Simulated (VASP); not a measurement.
A run of VASP 6.6.1 is set up as follows.

Contents of INCAR:

```
PREC = Accurate
ENCUT = 520
EDIFF = 1E-8
ISMEAR = 0
SIGMA = 0.01
LREAL = False
LASPH = True
NELM = 60
ALGO = Normal
ISIF = 2
LWAVE = False
LCHARG = False
GGA = PE
NBANDS = 16
IBRION = 8
NSW = 1
LEPSILON = True
```

File KPOINTS:

```
Automatic mesh
0
Gamma
  12 12 6
```

POSCAR

```
BN
1.0
    2.5305476497      0.0000000000      0.0000000000
   -1.2652738249      2.1915185502      0.0000000000
    0.0000000000      0.0000000000      4.1856537494
B N
2 2
Direct
    0.6666666667      0.3333333333      0.9997017212
    0.3333333333      0.6666666667      0.4997017212
    0.6666666667      0.3333333333      0.6252982788
    0.3333333333      0.6666666667      0.1252982788
```

Potentials or basis: VASP PAW PBE potentials, release 64 (B, N).

The run is started by

```bash
$ cat potpaw_PBE.64/B/POTCAR potpaw_PBE.64/N/POTCAR > POTCAR
$ mpirun -np 1 vasp_std > vasp.out
```

(1) Estimate the electronic dielectric tensor (diagonal).

(2) Predict the Born charges (mean of the diagonal).

(3) Estimate the highest phonon frequency at Γ, LO-TO splitting left out.

## Answers

(1) 4.54, 4.54, 4.70.

(2) B +1.87; N -1.87 e.

(3) 1131 cm⁻¹.

Caveat: the cell stands under pressure or tension, which shifts response properties.
